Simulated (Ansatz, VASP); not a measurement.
# One calculation of KCl, two programs

INCAR

```
SYSTEM = KCl
PREC = Accurate
ENCUT = 520
EDIFF = 1E-6
ISMEAR = 0
SIGMA = 0.05
LREAL = .False.
LASPH = .True.
NELM = 80
ALGO = Normal
ISIF = 2
LWAVE = .False.
LCHARG = .False.
GGA = PE
NBANDS = 15
```

The input KPOINTS:

```
Automatic mesh
0
Gamma
  10 10 10
  0 0 0
```

Contents of POSCAR:

```
KCl
1.0
    0.0000000000      3.1693294141      3.1693294141
    3.1693294141      0.0000000000      3.1693294141
    3.1693294141      3.1693294141      0.0000000000
K Cl
1 1
Direct
    0.0000000000      0.0000000000      0.0000000000
    0.5000000000      0.5000000000      0.5000000000
```

Input for Ansatz:

```yaml
crystal:
  lattice:
    - [0.0, 3.1693294141, 3.1693294141]
    - [3.1693294141, 0.0, 3.1693294141]
    - [3.1693294141, 3.1693294141, 0.0]
  atoms:
    - { symbol: K, position: [0.0, 0.0, 0.0] }
    - { symbol: Cl, position: [0.5, 0.5, 0.5] }
basis:
  ecutwfc: 420
  ecutrho_ratio: 4
kpoints:
  mp_grid: { grid: [10, 10, 10] }
hamiltonian:
  xc: pbe
scf:
  occupations: { method: gaussian, width: 0.05 }
output:
  forces: true
  stress: true
  eigenvalues: true
```

Alike in both runs: task single point; functional PBE; k mesh 10 × 10 × 10; occupations gaussian, width 0.05 eV; no spin polarisation.

```csv
,VASP,Ansatz
version,VASP 6.6.1,Ansatz 0.2.0
potentials or method,"VASP PAW PBE potentials, release 64 (K_sv, Cl), cutoff 520 eV","scalar-relativistic, plane waves, PAW"
valence electrons in the cell,16,16
```

```csv
,VASP,Ansatz,Ansatz less VASP
gap on the k mesh at the Fermi level (eV),5.11,5.11,+0.002
least direct gap on the mesh (eV),5.11,5.11,+0.002
pressure (GPa),0.4,0.3,-0.02
```
